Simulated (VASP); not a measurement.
# BaTiO3 (P4/mmm) in VASP: a series of runs

Runs on BaTiO3. Level: PBEsol. Tasks: density of states, electric field gradients.

All numbers are computed with VASP 6.6.1; they aren't measurements. Logs are shortened: lines on timing, memory, paths and dates and some standing lists are left out, and cuts for length are marked.

## (1) The cell of the first run

It takes space group P4/mmm (No. 123, tetragonal). Conventional cell: a = 4.000 Å, b = 4.000 Å, c = 4.018 Å, α = 90.00°, β = 90.00°, γ = 90.00°. Within 3.7 Å of Ba (site symmetry 4/mmm) lie 12 O at 2.83 Å and 8 Ti at 3.47 Å. Within 2.6 Å of Ti (site symmetry 4/mmm) lie 6 O at 2.00 to 2.01 Å. O (site symmetry 4/mmm) has 2 Ti at 2.01 Å within 2.7 Å. O (site symmetry mmm) has 2 Ti at 2.00 Å within 2.6 Å.

## (2) Density of states, PBEsol

Input file POSCAR:

```
BaTiO3
1.0
    3.9998000000      0.0000000000      0.0000000000
    0.0000000000      3.9998000000      0.0000000000
    0.0000000000      0.0000000000      4.0180000000
Ba Ti O
1 1 3
Direct
    0.0000000000      0.0000000000      0.0000000000
    0.5000000000      0.5000000000      0.5000000000
    0.5000000000      0.5000000000      0.0000000000
    0.5000000000      0.0000000000      0.5000000000
    0.0000000000      0.5000000000      0.5000000000
```

Input file INCAR.step1:

```
SYSTEM = BaTiO3
PREC = Accurate ; ENCUT = 520
EDIFF = 1E-7 ; ISMEAR = -1
SIGMA = 0.03 ; LREAL = .FALSE.
LASPH = .TRUE. ; NELM = 60
ALGO = Normal ; ISIF = 2
LWAVE = .FALSE. ; LCHARG = .TRUE.
LMAXMIX = 4 ; GGA = PS
NBANDS = 28
```

Input file KPOINTS.step1:

```
regular mesh
0
G
  7 7 7
  0 0 0
```

Input file INCAR.step2:

```
SYSTEM = BaTiO3
PREC = Accurate ; ENCUT = 520
EDIFF = 1E-7 ; ISMEAR = -5
SIGMA = 0.03 ; LREAL = .FALSE.
LASPH = .TRUE. ; NELM = 60
ALGO = Normal ; ISIF = 2
LWAVE = .FALSE. ; LCHARG = .FALSE.
LMAXMIX = 4 ; GGA = PS
LORBIT = 11 ; NEDOS = 2001
ICHARG = 11
```

Input file KPOINTS.step2:

```
regular mesh
0
G
  11 11 11
  0 0 0
```

Potentials or basis: VASP PAW PBE potentials, release 64 (Ba_sv, Ti_sv, O).

Started as:

```
cat potpaw_PBE.64/Ba_sv/POTCAR potpaw_PBE.64/Ti_sv/POTCAR potpaw_PBE.64/O/POTCAR > POTCAR
cp INCAR.step1 INCAR
cp KPOINTS.step1 KPOINTS
mpirun -np 1 vasp_std > vasp.out
cp INCAR.step2 INCAR
cp KPOINTS.step2 KPOINTS
mpirun -np 1 vasp_std > vasp.out
```

OUTCAR:

```text
SYSTEM = BaTiO3
   PREC = Accurate
   ENCUT = 520
   EDIFF = 1E-7
   ISMEAR = -5
   LREAL = .FALSE.
   LASPH = .TRUE.
   NELM = 60
   ISIF = 2
   GGA = PS
   LORBIT = 11
   ICHARG = 11

 ion  position               nearest neighbor table
   1  0.000  0.000  0.000-   3 2.83   3 2.83   3 2.83   3 2.83   5 2.83   4 2.83   5 2.83   5 2.83
                             5 2.83   4 2.83   4 2.83   4 2.83   2 3.47   2 3.47   2 3.47   2 3.47
   2  0.500  0.500  0.500-   4 2.00   5 2.00   4 2.00   5 2.00   3 2.01   3 2.01   1 3.47   1 3.47
                             1 3.47   1 3.47   1 3.47   1 3.47   1 3.47   1 3.47
   3  0.500  0.500  0.000-   2 2.01   2 2.01   1 2.83   1 2.83   1 2.83   1 2.83
   4  0.500  0.000  0.500-   2 2.00   2 2.00   1 2.83   1 2.83   1 2.83   1 2.83
   5  0.000  0.500  0.500-   2 2.00   2 2.00   1 2.83   1 2.83   1 2.83   1 2.83

  LATTYP: Found a simple tetragonal cell.
 ALAT       =     3.9998000000
 C/A-ratio  =     1.0045502275

  Lattice vectors:

 A1 = (   3.9998000000,   0.0000000000,   0.0000000000)
 A2 = (   0.0000000000,   3.9998000000,   0.0000000000)
 A3 = (   0.0000000000,   0.0000000000,   4.0180000000)

Analysis of symmetry for initial positions (statically):
=====================================================================
 Subroutine PRICEL returns:
 Original cell was already a primitive cell.

 Routine SETGRP: Setting up the symmetry group for a
 simple tetragonal supercell.

 Subroutine GETGRP returns: Found 16 space group operations
 (whereof 16 operations were pure point group operations)
 out of a pool of 16 trial point group operations.

The static configuration has the point symmetry D_4h.

Analysis of symmetry for dynamics (positions and initial velocities):
=====================================================================
 Subroutine PRICEL returns:
 Original cell was already a primitive cell.

 Routine SETGRP: Setting up the symmetry group for a
 simple tetragonal supercell.

 Subroutine GETGRP returns: Found 16 space group operations
 (whereof 16 operations were pure point group operations)
 out of a pool of 16 trial point group operations.

The dynamic configuration has the point symmetry D_4h.

 Subroutine INISYM returns: Found 16 space group operations
 (whereof 16 operations are pure point group operations),
 and found     1 'primitive' translations

----------------------------------------------------------------------------------------

                                     Primitive cell

  volume of cell :      64.2816

  direct lattice vectors                    reciprocal lattice vectors
     3.999800000  0.000000000  0.000000000     0.250012501  0.000000000  0.000000000
     0.000000000  3.999800000  0.000000000     0.000000000  0.250012501  0.000000000
     0.000000000  0.000000000  4.018000000     0.000000000  0.000000000  0.248880040

  length of vectors
     3.999800000  3.999800000  4.018000000     0.250012501  0.250012501  0.248880040

  position of ions in fractional coordinates (direct lattice)
     0.000000000  0.000000000  0.000000000
     0.500000000  0.500000000  0.500000000
     0.500000000  0.500000000  0.000000000
     0.500000000  0.000000000  0.500000000
     0.000000000  0.500000000  0.500000000

  ion indices of the primitive-cell ions
   primitive index   ion index
                 1           1
                 2           2
                 3           3
                 4           4
                 5           5

----------------------------------------------------------------------------------------

 KPOINTS: regular mesh

Automatic generation of k-mesh.
 Grid dimensions read from file:
 generate k-points for:   11   11   11

 Generating k-lattice:

  Cartesian coordinates                     Fractional coordinates (reciprocal lattice)
     0.022728409  0.000000000  0.000000000     0.090909091  0.000000000  0.000000000
     0.000000000  0.022728409  0.000000000     0.000000000  0.090909091  0.000000000
     0.000000000  0.000000000  0.022625458     0.000000000  0.000000000  0.090909091

  Length of vectors
     0.022728409  0.022728409  0.022625458

  Shift w.r.t. Gamma in fractional coordinates (k-lattice)
     0.000000000  0.000000000  0.000000000

 TETIRR: Found   1974 inequivalent tetrahedra from     7986

 Subroutine IBZKPT returns following result:
 ===========================================

 Found    126 irreducible k-points:

 Following reciprocal coordinates:
            Coordinates               Weight
  0.000000  0.000000  0.000000      1.000000
  0.090909  0.000000  0.000000      4.000000
  0.181818  0.000000  0.000000      4.000000
  0.272727  0.000000  0.000000      4.000000
  0.363636  0.000000  0.000000      4.000000
  0.454545  0.000000  0.000000      4.000000
[... 16 lines left out ...]
  0.090909  0.000000  0.090909      8.000000
  0.181818  0.000000  0.090909      8.000000
 [... further k-points ...]
   k-points           NKPTS =    126   k-points in BZ     NKDIM =    126   number of bands    NBANDS=     24
   number of dos      NEDOS =   2001   number of ions     NIONS =      5
   total plane-waves  NPLWV =  27000
   dimension x,y,z NGX =    30 NGY =   30 NGZ =   30
   dimension x,y,z NGXF=    60 NGYF=   60 NGZF=   60
   ions per type =               1   1   3
   NGX,Y,Z   is equivalent  to a cutoff of  12.47, 12.47, 12.41 a.u.
   NGXF,Y,Z  is equivalent  to a cutoff of  24.94, 24.94, 24.83 a.u.
 SYSTEM =  BaTiO3
   PREC   = accura    normal or accurate (medium, high low for compatibility)
   ISTART =      0    job   : 0-new  1-cont  2-samecut
   ICHARG =     11    charge: 1-file 2-atom 10-const
   ISPIN  =      1    spin polarized calculation?
   LNONCOLLINEAR =      F non collinear calculations
   LSORBIT =      F    spin-orbit coupling
   LASPH  =      T    aspherical Exc in radial PAW
   ENCUT  =  520.0 eV  38.22 Ry    6.18 a.u.   7.44  7.44  7.47*2*pi/ulx,y,z
   NELM   =     60;   NELMIN=  2; NELMDL=  0     # of ELM steps
   EDIFF  = 0.1E-06   stopping-criterion for ELM
   LREAL  =      F    real-space projection
   EDIFFG = 0.1E-05   stopping-criterion for IOM
   NSW    =      0    number of steps for IOM
   IBRION =     -1    ionic relax: 0-MD 1-quasi-New 2-CG
   NFREE  =      0    steps in history (QN), initial steepest desc. (CG)
   ISIF   =      2    stress and relaxation
   ISYM   =      2    0-nonsym 1-usesym 2-fastsym
   POTIM  = 0.5000    time-step for ionic-motion
   TEBEG  =    0.0;   TEEND  =   0.0 temperature during run
   PSTRESS=    0.0 pullay stress
   NELECT =      40.0000    total number of electrons
   NUPDOWN=      -1.0000    fix difference up-down
   EMIN   =  10.00;   EMAX   =-10.00  energy-range for DOS
   EFERMI =   0.00;   METHOD = LEGACY
   ISMEAR =    -5;   SIGMA  =   0.03  broadening in eV -4-tet -1-fermi 0-gaus
   EFERMI_NEDOS =   21; number of points for ismear=-14 and -15
   IALGO  =     38    algorithm
   IMIX   =      4    mixing-type and parameters
     AMIX     =   0.40;   BMIX     =  1.00
     AMIX_MAG =   1.60;   BMIX_MAG =  1.00
  volume/ion in A,a.u.               =      12.86        86.76
  Fermi-wavevector in a.u.,A,eV,Ry     =   1.397653  2.641181 26.578078  1.953434
  Thomas-Fermi vector in A             =   2.520888
   LORBIT       =     11    0 simple, 1 ext, 2 COOP (PROOUT), +10 PAW based schemes
   GGA     = PS    functional components
   LHFCALC =     F    Hartree Fock is set to
   AEXX    =    0.0000 exact exchange contribution
   IVDW    =     0    specifies the selected vdW correction
   LEPSILON=     F    determine dielectric tensor
   LRPA    =     F    only Hartree local field effects (RPA)
 non-spin polarized calculation
 Fermi weights with tetrahedron method with Bloechl corrections
  energy-cutoff  :      520.00
  volume of cell :       64.28
 maximum number of plane-waves:      1763
 NGX is ok and might be reduce to    30

 number of electron      39.9999976 magnetization

 Free energy of the ion-electron system (eV)
  ---------------------------------------------------
  ext. energy  EPLUGINS =         0.00000000
  ---------------------------------------------------
  free energy    TOTEN  =       -41.97333591 eV

  energy without entropy =      -41.97333591  energy(sigma->0) =      -41.97333591

 E-fermi :   3.6512     XC(G=0): -11.5045

 val. band max:        3.6466199819   @ k =   0.4545   0.4545   0.4545
 cond. band min:       5.3629494674   @ k =   0.0000   0.0000   0.0000
 fundamental gap:      1.7163294855
 Fermi energy:         3.6512450706

 k-point     1 :       0.0000    0.0000    0.0000
  band No.  band energies     occupation
      1     -52.7096      2.00000
      2     -29.0325      2.00000
      3     -29.0325      2.00000
      4     -29.0304      2.00000
      5     -21.0928      2.00000
      6     -13.1389      2.00000
[... 16 lines left out ...]
     23       5.3713      0.00000
     24       7.5729      0.00000

 k-point     2 :       0.0909    0.0000    0.0000
  band No.  band energies     occupation
      1     -52.7095      2.00000
      2     -29.0369      2.00000
      3     -29.0324      2.00000
      4     -29.0302      2.00000
      5     -21.0833      2.00000
      6     -13.1407      2.00000
[... 16 lines left out ...]
     23       5.5572      0.00000
     24       7.5812      0.00000

 k-point     3 :       0.1818    0.0000    0.0000
  band No.  band energies     occupation
      1     -52.7093      2.00000
      2     -29.0484      2.00000
      3     -29.0319      2.00000
      4     -29.0298      2.00000
      5     -21.0577      2.00000
      6     -13.1638      2.00000
[... 16 lines left out ...]
     23       5.9913      0.00000
     24       7.5836      0.00000
[... 514 lines left out ...]
 k-point    23 :       0.0909    0.0000    0.0909
  band No.  band energies     occupation
      1     -52.7095      2.00000
      2     -29.0367      2.00000
      3     -29.0343      2.00000
      4     -29.0322      2.00000
      5     -21.0744      2.00000
      6     -13.1416      2.00000
[... 16 lines left out ...]
     23       5.6844      0.00000
     24       7.7200      0.00000

 k-point    24 :       0.1818    0.0000    0.0909
  band No.  band energies     occupation
      1     -52.7092      2.00000
      2     -29.0482      2.00000
      3     -29.0338      2.00000
      4     -29.0318      2.00000
      5     -21.0494      2.00000
      6     -13.1532      2.00000
[... 16 lines left out ...]
     23       6.0477      0.00000
     24       7.7535      0.00000

 [... further k-points ...]
[... 5 lines left out ...]
  --------------------------------------------------------------------------------------
  -------------------------------------------------------------------------------------
  Total       -1.0065799     -1.0065799     -1.3482184      0.0000000      0.0000000      0.0000000
  in kB      -25.0883646    -25.0883646    -33.6034869      0.0000000      0.0000000      0.0000000
  external PRESSURE =     -27.9267387 kB  Pullay stress =       0.0000000 kB

 VOLUME and BASIS-vectors are now :
 -----------------------------------------------------------------------------
  energy-cutoff  :      520.00
  volume of cell :       64.28
      direct lattice vectors                 reciprocal lattice vectors
     3.999800000  0.000000000  0.000000000     0.250012501  0.000000000  0.000000000
     0.000000000  3.999800000  0.000000000     0.000000000  0.250012501  0.000000000
     0.000000000  0.000000000  4.018000000     0.000000000  0.000000000  0.248880040

 POSITION                                       TOTAL-FORCE (eV/Angst)
 -----------------------------------------------------------------------------------
      0.00000      0.00000      0.00000         0.000000      0.000000      0.000000
      1.99990      1.99990      2.00900         0.000000      0.000000      0.000000
      1.99990      1.99990      0.00000         0.000000      0.000000      0.000000
      1.99990      0.00000      2.00900         0.000000      0.000000      0.000000
      0.00000      1.99990      2.00900         0.000000      0.000000      0.000000
 -----------------------------------------------------------------------------------
    total drift:                                0.000000      0.000000     -0.000000

  FREE ENERGIE OF THE ION-ELECTRON SYSTEM (eV)
  ---------------------------------------------------
  free  energy   TOTEN  =       -41.9733359066 eV

  energy  without entropy=      -41.9733359066  energy(sigma->0) =      -41.97333591

 total charge

# of ion       s       p       d       tot
------------------------------------------
    1        2.003   5.633   0.335   7.971
    2        2.212   6.272   1.705  10.189
    3        1.558   3.443   0.000   5.002
    4        1.559   3.445   0.000   5.004
    5        1.559   3.445   0.000   5.004
--------------------------------------------------
tot          8.891  22.240   2.040  33.170
```

It took 6.7 min on 1 thread of AMD EPYC 7R13, shared host; peak memory 0.28 GiB.

What came out:

```
Valence electrons inside the program's atomic spheres : Ba 7.97; Ti 10.19; O 5.00
```

Caveat: the PAW data sets were made with another functional, which shifts forces and pressure a little; spin-orbit coupling is left out, which moves the levels of the heavy elements.

[end of part 1 of 3]
